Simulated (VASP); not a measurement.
# RuCl (R-3m) in VASP: notebook, part 2 of 2

VASP 6.6.1. The steps go on from the part before.

### 4 Relaxation of cell and atoms, PBE, collinear spin, ferromagnetic start

This run uses another cell than the first one, of 20.58 Å³/atom.

The input, INCAR:

```
  PREC = Accurate
  ENCUT = 600
  EDIFF = 1E-6
  ISMEAR = 0
  SIGMA = 0.1
  LREAL = F
  LASPH = T
  NELM = 150
  ALGO = Normal
  ISIF = 3
  LWAVE = F
  LCHARG = F
  ISPIN = 2
  MAGMOM = 1 0
  LORBIT = 11
  LMAXMIX = 4
  GGA = PE
  IBRION = 2
  NSW = 90
  EDIFFG = -0.04
```

The input, KPOINTS:

```
Automatic mesh
0
Gamma
  6 6 6
```

The input, POSCAR:

```
RuCl
1.0
    1.5498506100      0.8948066700      4.9472372600
   -1.5498506100      0.8948066700      4.9472372600
    0.0000000000     -1.7896133400      4.9472372600
Ru Cl
1 1
Direct
    0.0000000000      0.0000000000      0.0000000000
    0.5000000000      0.5000000000      0.5000000000
```

Run with:

```console
> cat potpaw_PBE.64/Ru_pv/POTCAR potpaw_PBE.64/Cl/POTCAR > POTCAR
> mpirun -np 1 vasp_std > vasp.out
```

Run time: 6.7 min. Hardware: 1 thread of Intel Xeon 6975P-C (Granite Rapids), shared host; peak memory 0.38 GiB.

It converged, with:

| Item | Value |
| --- | --- |
| Free energy | -9.6577 eV |
| Relaxed volume | 14.86 Å³/atom |
| Relaxed cell | a = 4.238 Å, b = 4.238 Å, c = 4.238 Å, α = 41.12°, β = 41.12°, γ = 41.12° |
| Space group after relaxing (to 0.1 Å) | R-3m (No. 166) |
| Pressure after relaxing | 0.0 GPa |
| Net moment | 0.00 μB per cell |
| Valence electrons inside the program's atomic spheres | Ru 12.43; Cl 5.00 |

Stress tensor (GPa, compression positive):
```
 0.03  0.00  0.00
 0.00  0.03  0.00
 0.00  0.00 -0.07
```

Final structure:
```
Ru Cl
1.0
     1.48835    0.85930    3.87411
    -1.48835    0.85930    3.87411
     0.00000   -1.71860    3.87411
Ru Cl
1 1
Direct
  0.00000 0.00000 0.00000
  0.50000 0.50000 0.50000
```

Levels at points of the mesh, in eV from the Fermi level:
Spin up:
```tsv
k point	band 9	band 10	band 11	band 12	band 13	band 14
(0.00, 0.00, 0.00)	-1.94	-1.94	-0.78	-0.78	1.62	8.97
(0.50, 0.00, 0.00)	0.76	1.04	1.25	2.12	2.27	5.85
(0.50, 0.50, 0.00)	-2.02	-1.22	-0.74	0.81	5.11	6.44
(0.50, 0.50, 0.50)	-1.11	-1.11	0.81	0.81	6.01	6.42
```
Spin down:
| k point | band 9 | band 10 | band 11 | band 12 | band 13 | band 14 |
| --- | --- | --- | --- | --- | --- | --- |
| (0.00, 0.00, 0.00) | -1.94 | -1.94 | -0.78 | -0.78 | 1.62 | 8.97 |
| (0.50, 0.00, 0.00) | 0.76 | 1.04 | 1.25 | 2.12 | 2.27 | 5.85 |
| (0.50, 0.50, 0.00) | -2.02 | -1.22 | -0.74 | 0.81 | 5.11 | 6.44 |
| (0.50, 0.50, 0.50) | -1.11 | -1.11 | 0.81 | 0.81 | 6.01 | 6.42 |

Caveat: the k points lie up to 0.42 Å⁻¹ apart in the final cell; the volume moved by over 15 % at a fixed basis, so the end points are rough.

### 5 Single point, PBE

This run uses another cell than the first one, of 14.80 Å³/atom.

The input, INCAR:

```
PREC = Accurate
ENCUT = 520
EDIFF = 1E-6
ISMEAR = 0
SIGMA = 0.1
LREAL = F
LASPH = T
NELM = 100
ALGO = Normal
ISIF = 2
LWAVE = F
LCHARG = F
GGA = PE
NBANDS = 18
```

The input, KPOINTS:

```
regular mesh
0
Gamma
  24 24 24
```

The input, POSCAR:

```
RuCl
1.0
    1.4841011428      0.8568461943      3.8804612981
   -1.4841011428      0.8568461943      3.8804612981
    0.0000000000     -1.7136923886      3.8804612981
Ru Cl
1 1
Direct
    0.0000000000      0.0000000000      0.0000000000
    0.5000000000      0.5000000000      0.5000000000
```

Potentials or basis: VASP PAW PBE potentials, release 64 (Ru_pv, Cl).

Run with:

```console
> cat potpaw_PBE.64/Ru_pv/POTCAR potpaw_PBE.64/Cl/POTCAR > POTCAR
> mpirun -np 1 vasp_std > vasp.out
```

OUTCAR:

```text
PREC = Accurate
   ENCUT = 520
   EDIFF = 1E-6
   ISMEAR = 0
   LREAL = F
   LASPH = T
   NELM = 100
   ISIF = 2
   GGA = PE

 ion  position               nearest neighbor table
   1  0.000  0.000  0.000-   2 2.59   2 2.59   2 2.59   2 2.59   2 2.59   2 2.59
   2  0.500  0.500  0.500-   1 2.59   1 2.59   1 2.59   1 2.59   1 2.59   1 2.59

  LATTYP: Found a trigonal (rhomboedric) cell.
 ALAT       =     4.2420185630
 COS(alpha) =     0.7551997453

  Lattice vectors:

 A1 = (   1.4841011428,   0.8568461943,   3.8804612981)
 A2 = (  -1.4841011428,   0.8568461943,   3.8804612981)
 A3 = (   0.0000000000,  -1.7136923886,   3.8804612981)

Analysis of symmetry for initial positions (statically):
=====================================================================
 Subroutine PRICEL returns:
 Original cell was already a primitive cell.

 Routine SETGRP: Setting up the symmetry group for a
 trigonal (rhombohedral) supercell.

 Subroutine GETGRP returns: Found 12 space group operations
[... 160 lines left out ...]
  ---------------------------------------------------
  free energy    TOTEN  =        -9.67603535 eV

  energy without entropy =       -9.66661754  energy(sigma->0) =       -9.67132645

 E-fermi :  10.1689     XC(G=0): -12.4457

 val. band max:       10.1649301068   @ k =  -0.1667  -0.2083   0.0417
 cond. band min:      10.1703383832   @ k =  -0.1667  -0.1667   0.0833
 fundamental gap:      0.0054082765
 Fermi energy:        10.1689284148

 k-point     1 :       0.0000    0.0000    0.0000
  band No.  band energies     occupation
      1     -32.4543      2.00000
      2     -32.2454      2.00000
      3     -32.2454      2.00000
      4      -8.6610      2.00000
      5       3.5866      2.00000
      6       5.7597      2.00000
[... 481 lines left out ...]
      5       1.4538      2.00000
      6       2.5619      2.00000
[... 10 lines left out ...]
     17      20.7954      0.00000
     18      21.8229      0.00000

 [... further k-points ...]

------------------------ aborting loop because EDIFF is reached ----------------------------------------

  FORCE on cell =-STRESS in cart. coord.  units (eV):
  Direction    XX          YY          ZZ          XY          YZ          ZX
  --------------------------------------------------------------------------------------
  -------------------------------------------------------------------------------------
  Total       -0.0079522     -0.0079522      0.0598129      0.0000000      0.0000000      0.0000000
  in kB       -0.4303252     -0.4303252      3.2367176      0.0000000      0.0000000      0.0000000
  external PRESSURE =       0.7920224 kB  Pullay stress =       0.0000000 kB

 VOLUME and BASIS-vectors are now :
 -----------------------------------------------------------------------------
  energy-cutoff  :      520.00
  volume of cell :       29.61
      direct lattice vectors                 reciprocal lattice vectors
     1.484101143  0.856846194  3.880461298     0.336904262  0.194511766  0.085900440
    -1.484101143  0.856846194  3.880461298    -0.336904262  0.194511766  0.085900440
     0.000000000 -1.713692389  3.880461298     0.000000000 -0.389023533  0.085900440

 POSITION                                       TOTAL-FORCE (eV/Angst)
 -----------------------------------------------------------------------------------
      0.00000      0.00000      0.00000         0.000000      0.000000     -0.000000
      0.00000      0.00000      5.82069        -0.000000     -0.000000      0.000000
 -----------------------------------------------------------------------------------
    total drift:                               -0.000000     -0.000000     -0.000000

  FREE ENERGIE OF THE ION-ELECTRON SYSTEM (eV)
  ---------------------------------------------------
  free  energy   TOTEN  =        -9.6760353475 eV

  energy  without entropy=       -9.6666175436  energy(sigma->0) =       -9.67132645
```

OSZICAR:

```text
N       E                     dE             d eps       ncg     rms          rms(c)
DAV:   1     0.176018230400E+03    0.17602E+03   -0.11611E+04 47316   0.113E+03
DAV:   2    -0.420728405047E+01   -0.18023E+03   -0.17503E+03 51738   0.328E+02
DAV:   3    -0.983701314735E+01   -0.56297E+01   -0.55665E+01 59364   0.587E+01
DAV:   4    -0.987587469636E+01   -0.38862E-01   -0.38825E-01 58666   0.511E+00
DAV:   5    -0.987621890034E+01   -0.34420E-03   -0.34400E-03 59228   0.482E-01    0.174E+01
DAV:   6    -0.969697022057E+01    0.17925E+00   -0.89369E-01 52418   0.797E+00    0.914E+00
DAV:   7    -0.968695866550E+01    0.10012E-01   -0.15087E-01 56308   0.325E+00    0.388E+00
DAV:   8    -0.967658813720E+01    0.10371E-01   -0.54097E-02 52472   0.203E+00    0.618E-01
DAV:   9    -0.967605985935E+01    0.52828E-03   -0.44877E-03 57582   0.469E-01    0.219E-01
DAV:  10    -0.967602581613E+01    0.34043E-04   -0.12618E-04 56522   0.957E-02    0.500E-02
DAV:  11    -0.967603570766E+01   -0.98915E-05   -0.11427E-05 52002   0.272E-02    0.962E-03
DAV:  12    -0.967603534751E+01    0.36015E-06   -0.82325E-07 42090   0.629E-03
   1 F= -.96760353E+01 E0= -.96713264E+01  d E =-.941780E-02
```

stdout:

```text
POSCAR found type information on POSCAR RuCl
 POSCAR found :  2 types and       2 ions
 scaLAPACK will be used
 LDA part: xc-table for (Slater+PW92), standard interpolation
 POSCAR, INCAR and KPOINTS ok, starting setup
 FFT: planning ... GRIDC
 FFT: planning ... GRID_SOFT
 FFT: planning ... GRID
 WAVECAR not read
 entering main loop
```

Run time: 4.4 min. Hardware: 1 thread of Intel Xeon 6975P-C (Granite Rapids), shared host; peak memory 0.73 GiB.

Results:

- Free energy: -9.6760 eV
- Pressure: 0.1 GPa
- Band gap on the k mesh: zero (an odd number of electrons rules out a gap without spin polarisation)

Stress tensor (GPa, compression positive):
```
-0.04  0.00  0.00
 0.00 -0.04  0.00
 0.00  0.00  0.32
```

Caveat: an odd number of electrons without spin polarisation forces a metal; a magnetic or distorted state may lie lower.

### 6 Overview

```tsv
task	spin	cell	k mesh	cutoff (eV)	gap on the mesh (eV)	pressure (GPa)	moment (μB)
single point	collinear, ferromagnetic start	a = 4.231 Å, angles 41.2°, 2 atoms	6 × 6 × 6	520	none	0.2	0.00
single point	collinear, ferromagnetic start	a = 5.261 Å, angles 34.3°, 2 atoms	6 × 6 × 6	520	none	-9.4	3.07
relaxation of cell and atoms	collinear, ferromagnetic start	relaxed from a = 5.261 Å, angles 34.3°, 2 atoms	6 × 6 × 6	600	none	0.0	0.00
single point	off	a = 4.242 Å, angles 41.0°, 2 atoms	24 × 24 × 24	520	none	0.1	-
```

Alike in all rows: level PBE; potentials or basis VASP PAW PBE potentials, release 64 (Ru_pv, Cl); smearing gaussian 0.1 eV.

Caveats: some runs use coarse meshes; an empty level that is flat over the whole mesh can mark a ghost state of the potentials, or a narrow d or f band (at least some runs); the volume moved by over 15 % at a fixed basis, so the end points are rough (at least some runs); an odd number of electrons without spin polarisation forces a metal (at least some runs); a magnetic or distorted state may lie lower (at least some runs).

Total energies depend on the potentials used, so only differences within one code and one set of settings carry meaning.

The gap in the log of VASP goes by the Fermi energy; the results here count the filled bands.